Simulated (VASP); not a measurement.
# MnO (P6_3mc) in VASP: single point with PBE+U

Aim: the single point of MnO with PBE+U.

Program: VASP 6.6.1. These are calculated values, not measurements. Logs are shortened: lines on timing, memory, paths and dates and some standing lists are left out, and cuts for length are marked.

## 1. The cell of the first run

Symmetry: P6_3mc, No. 186, hexagonal system. Conventional cell: a = 3.372 Å, b = 3.372 Å, c = 5.385 Å, α = 90.00°, β = 90.00°, γ = 120.00°. Within 2.6 Å of Mn (site symmetry 3m) lie 4 O at 1.96 to 2.08 Å. O (site symmetry 3m) has 4 Mn at 1.96 to 2.08 Å within 2.6 Å.

## 2. Single point, PBE+U, collinear spin, ferromagnetic start

The input, INCAR:

```
PREC = Accurate
ENCUT = 520
EDIFF = 1E-6
ISMEAR = 0
SIGMA = 0.05
LREAL = F
LASPH = T
NELM = 150
ALGO = Normal
ISIF = 2
LWAVE = F
LCHARG = F
ISPIN = 2
MAGMOM = 5 5 0 0
LORBIT = 11
LMAXMIX = 4
LDAU = T
LDAUTYPE = 2
LDAUL = 2 -1
LDAUU = 1.9 0
LDAUJ = 0 0
LDAUPRINT = 1
GGA = PE
NBANDS = 31
```

The input, KPOINTS:

```
regular mesh
0
Gamma
  5 5 3
```

The input, POSCAR:

```
MnO
1.0
    3.3717001892      0.0000000000      0.0000000000
   -1.6858500946      2.9199780178      0.0000000000
    0.0000000000      0.0000000000      5.3854988179
Mn O
2 2
Direct
    0.3333333333      0.6666666667      0.0109600000
    0.6666666667      0.3333333333      0.5109600000
    0.3333333333      0.6666666667      0.3754700000
    0.6666666667      0.3333333333      0.8754700000
```

Potentials or basis: VASP PAW PBE potentials, release 64 (Mn_pv, O).

Started as:

```bash
> cat potpaw_PBE.64/Mn_pv/POTCAR potpaw_PBE.64/O/POTCAR > POTCAR
> mpirun -np 1 vasp_std > vasp.out
```

OUTCAR:

```text
PREC = Accurate
   ENCUT = 520
   EDIFF = 1E-6
   ISMEAR = 0
   LREAL = F
   LASPH = T
   NELM = 150
   ISIF = 2
   ISPIN = 2
   LORBIT = 11
   GGA = PE

 ion  position               nearest neighbor table
   1  0.333  0.667  0.011-   3 1.96   4 2.08   4 2.08   4 2.08
   2  0.667  0.333  0.511-   4 1.96   3 2.08   3 2.08   3 2.08
   3  0.333  0.667  0.375-   1 1.96   2 2.08   2 2.08   2 2.08
   4  0.667  0.333  0.875-   2 1.96   1 2.08   1 2.08   1 2.08

  LATTYP: Found a hexagonal cell.
 ALAT       =     3.3717001892
 C/A-ratio  =     1.5972650342

  Lattice vectors:

 A1 = (   3.3717001892,   0.0000000000,   0.0000000000)
 A2 = (  -1.6858500946,   2.9199780178,   0.0000000000)
 A3 = (   0.0000000000,   0.0000000000,   5.3854988179)

Analysis of symmetry for initial positions (statically):
=====================================================================
 Subroutine PRICEL returns:
 Original cell was already a primitive cell.

 Routine SETGRP: Setting up the symmetry group for a
 hexagonal supercell.

 Subroutine GETGRP returns: Found 12 space group operations
 (whereof  6 operations were pure point group operations)
 out of a pool of 24 trial point group operations.

The static configuration has the point symmetry C_3v.
 The point group associated with its full space group is C_6v.

Analysis of symmetry for dynamics (positions and initial velocities):
=====================================================================
 Subroutine PRICEL returns:
 Original cell was already a primitive cell.

 Routine SETGRP: Setting up the symmetry group for a
 hexagonal supercell.

 Subroutine GETGRP returns: Found 12 space group operations
 (whereof  6 operations were pure point group operations)
 out of a pool of 24 trial point group operations.

The dynamic configuration has the point symmetry C_3v.
 The point group associated with its full space group is C_6v.

Analysis of structural, dynamic, and magnetic symmetry:
=====================================================================
[... 206 lines left out ...]
  o =  0.9389  v =  0.9569  0.0000  0.0000  0.2903  0.0001  0.0000  0.0000  0.0000  0.0000  0.0000      0.0000  0.0000  0.0000  0.0000  0.0000  0.0000  0.0000  0.0000  0.0000  0.0000
  o =  0.9389  v =  0.0001 -0.2903 -0.0000  0.0000 -0.9569  0.0000  0.0000  0.0000  0.0000  0.0000      0.0000  0.0000  0.0000  0.0000  0.0000  0.0000  0.0000  0.0000  0.0000  0.0000
  o =  0.9431  v = -0.2903  0.0000 -0.0000  0.9569 -0.0000  0.0000  0.0000  0.0000  0.0000  0.0000      0.0000  0.0000  0.0000  0.0000  0.0000  0.0000  0.0000  0.0000  0.0000  0.0000
  o =  0.9431  v =  0.0000  0.9569 -0.0000 -0.0000 -0.2903  0.0000  0.0000  0.0000  0.0000  0.0000      0.0000  0.0000  0.0000  0.0000  0.0000  0.0000  0.0000  0.0000  0.0000  0.0000

 number of electron      38.0000000 magnetization       9.9999997

 Free energy of the ion-electron system (eV)
  ---------------------------------------------------
  ext. energy  EPLUGINS =         0.00000000
  ---------------------------------------------------
  free energy    TOTEN  =       -31.66115297 eV

  energy without entropy =      -31.66097310  energy(sigma->0) =      -31.66106303

 E-fermi :   5.5751     XC(G=0): -10.5557

 val. band max:        5.5169659132   @ k =   0.0000   0.0000   0.0000
 cond. band min:       5.6204559038   @ k =   0.0000   0.0000   0.0000
 fundamental gap:      0.1034899905
 Fermi energy:         5.5751321197

 spin component 1

 k-point     1 :       0.0000    0.0000    0.0000
  band No.  band energies     occupation
      1     -44.6549      1.00000
      2     -44.6549      1.00000
      3     -44.6519      1.00000
      4     -44.6490      1.00000
      5     -44.6490      1.00000
      6     -44.6148      1.00000
[... 329 lines left out ...]
     30      14.8539      0.00000
     31      17.0437      0.00000
 Fermi energy:         5.5751321197

 spin component 2

 k-point     1 :       0.0000    0.0000    0.0000
  band No.  band energies     occupation
      1     -39.8543      1.00000
      2     -39.8323      1.00000
      3     -39.8322      1.00000
      4     -39.8245      1.00000
      5     -39.8245      1.00000
      6     -39.8035      1.00000
[... 329 lines left out ...]
     30      16.7738      0.00000
     31      18.2940      0.00000

------------------------ aborting loop because EDIFF is reached ----------------------------------------

  FORCE on cell =-STRESS in cart. coord.  units (eV):
  Direction    XX          YY          ZZ          XY          YZ          ZX
  --------------------------------------------------------------------------------------
  -------------------------------------------------------------------------------------
  Total        1.8990120      1.8990120      4.9067438      0.0000000     -0.0000000      0.0000000
  in kB       57.3830759     57.3830759    148.2687072      0.0000000     -0.0000000      0.0000000
  external PRESSURE =      87.6782864 kB  Pullay stress =       0.0000000 kB

 VOLUME and BASIS-vectors are now :
 -----------------------------------------------------------------------------
  energy-cutoff  :      520.00
  volume of cell :       53.02
      direct lattice vectors                 reciprocal lattice vectors
     3.371700189  0.000000000  0.000000000     0.296586275  0.171234166  0.000000000
    -1.685850095  2.919978018  0.000000000     0.000000000  0.342468332  0.000000000
     0.000000000  0.000000000  5.385498818     0.000000000  0.000000000  0.185683821

 POSITION                                       TOTAL-FORCE (eV/Angst)
 -----------------------------------------------------------------------------------
     -0.00000      1.94665      0.05903         0.000000      0.000000     -0.786231
      1.68585      0.97333      2.75177        -0.000000      0.000000     -0.786231
     -0.00000      1.94665      2.02209        -0.000000     -0.000000      0.786231
      1.68585      0.97333      4.71484         0.000000      0.000000      0.786231
 -----------------------------------------------------------------------------------
    total drift:                               -0.000000     -0.000000      0.001120

  FREE ENERGIE OF THE ION-ELECTRON SYSTEM (eV)
  ---------------------------------------------------
  free  energy   TOTEN  =       -31.6611529678 eV

  energy  without entropy=      -31.6609730964  energy(sigma->0) =      -31.66106303

 total charge

# of ion       s       p       d       tot
------------------------------------------
    1        0.242   6.233   4.958  11.433
    2        0.242   6.233   4.958  11.433
    3        1.554   3.476   0.000   5.030
    4        1.554   3.476   0.000   5.030
--------------------------------------------------
tot          3.592  19.417   9.917  32.926

 magnetization (x)

# of ion       s       p       d       tot
------------------------------------------
    1        0.037   0.060   4.409   4.506
    2        0.037   0.060   4.409   4.506
    3        0.016   0.141   0.000   0.158
    4        0.016   0.141   0.000   0.158
--------------------------------------------------
tot          0.107   0.402   8.819   9.327
```

OSZICAR:

```text
N       E                     dE             d eps       ncg     rms          rms(c)
DAV:   1     0.461180924275E+03    0.46118E+03   -0.21400E+04  1248   0.145E+03
DAV:   2     0.164008199160E+01   -0.45954E+03   -0.42680E+03  1268   0.440E+02
DAV:   3    -0.354406438862E+02   -0.37081E+02   -0.36482E+02  1387   0.134E+02
DAV:   4    -0.360147932540E+02   -0.57415E+00   -0.57371E+00  1275   0.178E+01
DAV:   5    -0.360207976395E+02   -0.60044E-02   -0.60041E-02  1457   0.190E+00    0.225E+01
DAV:   6    -0.314363282022E+02    0.45845E+01   -0.23226E+01  1562   0.446E+01    0.187E+01
DAV:   7    -0.316625832773E+02   -0.22626E+00   -0.26177E+00  1240   0.183E+01    0.121E+01
DAV:   8    -0.316664643492E+02   -0.38811E-02   -0.43746E-01  1380   0.437E+00    0.697E+00
DAV:   9    -0.316581440004E+02    0.83203E-02   -0.49294E-02  1289   0.220E+00    0.121E+00
DAV:  10    -0.316605046593E+02   -0.23607E-02   -0.12469E-02  1331   0.857E-01    0.165E-01
DAV:  11    -0.316609224177E+02   -0.41776E-03   -0.58876E-04  1366   0.196E-01    0.127E-01
DAV:  12    -0.316610785075E+02   -0.15609E-03   -0.72937E-05  1324   0.621E-02    0.448E-02
DAV:  13    -0.316611470243E+02   -0.68517E-04   -0.42898E-05  1275   0.408E-02    0.264E-02
DAV:  14    -0.316611484049E+02   -0.13806E-05   -0.62613E-06  1387   0.193E-02    0.806E-03
DAV:  15    -0.316611526370E+02   -0.42321E-05   -0.10209E-06   978   0.778E-03    0.389E-03
DAV:  16    -0.316611529678E+02   -0.33077E-06   -0.43286E-07  1001   0.418E-03
   1 F= -.31661153E+02 E0= -.31661063E+02  d E =-.179871E-03  mag=    10.0000
```

stdout:

```text
POSCAR found type information on POSCAR MnO
 POSCAR found :  2 types and       4 ions
 scaLAPACK will be used
 LDA part: xc-table for (Slater+PW92), standard interpolation
 POSCAR, INCAR and KPOINTS ok, starting setup
 FFT: planning ... GRIDC
 FFT: planning ... GRID_SOFT
 FFT: planning ... GRID
 WAVECAR not read
 entering main loop
```

It took 34 s on 1 thread of AMD EPYC 7R43 (Zen 3), shared host; peak memory 0.17 GiB.

Results:

```
Free energy                                           : -31.6612 eV
Pressure                                              : 8.8 GPa
Largest force                                         : 0.786 eV/Å
Band gap on the k mesh                                : 0.10 eV, direct
Net moment                                            : 10.00 μB per cell
Site moments                                          : Mn +4.51; O +0.16 μB
Valence electrons inside the program's atomic spheres : Mn 11.43; O 5.03
```

Forces in eV/Å, atoms in the order of the input:
```
Mn   0.000  0.000 -0.786
Mn   0.000  0.000 -0.786
O    0.000  0.000  0.786
O    0.000  0.000  0.786
```

Levels at points of the mesh, in eV from the valence-band top:
Spin up:
| k point | band 21 | band 22 | band 23 | band 24 | band 25 | band 26 | band 27 | band 28 |
| --- | --- | --- | --- | --- | --- | --- | --- | --- |
| (0.00, 0.00, 0.00) | -1.08 | -1.04 | 0.00 | 0.00 | 0.10 | 4.15 | 6.00 | 11.92 |
Spin down:
| k point | band 10 | band 11 | band 12 | band 13 | band 14 | band 15 | band 16 | band 17 | band 18 | band 19 |
| --- | --- | --- | --- | --- | --- | --- | --- | --- | --- | --- |
| (0.00, 0.00, 0.00) | -4.48 | -4.33 | -4.33 | -4.17 | -4.17 | 0.30 | 2.16 | 2.21 | 2.21 | 3.04 |

Eigenvalues of the final occupation matrices:
```tsv
site	spin	trace	eigenvalues
site 1 d	1	4.70	0.94 0.94 0.94 0.94 0.94
site 1 d	2	0.28	0.03 0.03 0.07 0.07 0.09
site 2 d	1	4.70	0.94 0.94 0.94 0.94 0.94
site 2 d	2	0.28	0.03 0.03 0.07 0.07 0.09
```

Caveat: the k points lie up to 0.43 Å⁻¹ apart; only a ferromagnetic start was run, and an antiferromagnetic order may lie lower in energy. The state reached can hang on the start; a lower one may exist.
